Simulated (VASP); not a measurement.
NaH, 2 atoms in the cell. It takes space group Fm-3m (No. 225, cubic). The conventional cell has a = 4.880 Å, b = 4.880 Å, c = 4.880 Å, α = 90.00°, β = 90.00°, γ = 90.00°. Within 3.2 Å of Na (site symmetry m-3m) lie 6 H at 2.44 Å. H (site symmetry m-3m) has 6 Na at 2.44 Å within 3.2 Å. 

| Property | Result |
| --- | --- |
| Program | VASP 6.6.1 |
| Task | relaxation of cell and atoms |
| Functional | PBEsol |
| Potentials or basis | VASP PAW PBE potentials, release 64 (Na_pv, H) |
| Cutoff | 600 eV |
| k mesh | 9 × 9 × 9 |
| Occupations | fermi-dirac, width 0.05 eV |
| Spin | no spin polarisation |
| Target pressure | 5 GPa |
| Dipole correction | no |
| Further INCAR settings | ALGO = Normal; EDIFF = 1e-06; IBRION = 2; EDIFFG = -0.01; NSW = 80; ISIF = 3 |

Potentials or basis: VASP PAW PBE potentials, release 64 (Na_pv, H).

Launch:

```console
$ cat potpaw_PBE.64/Na_pv/POTCAR potpaw_PBE.64/H/POTCAR > POTCAR
$ mpirun -np 1 vasp_std > vasp.out
```

Hardware: 1 thread of Intel Xeon 6975P-C (shared host).

How long does it take, and how much memory?

Run time: 17 s on 1 thread of Intel Xeon 6975P-C (shared host), peak memory 0.16 GiB. Counts: scf iterations 32, k points 35, ion steps 4.
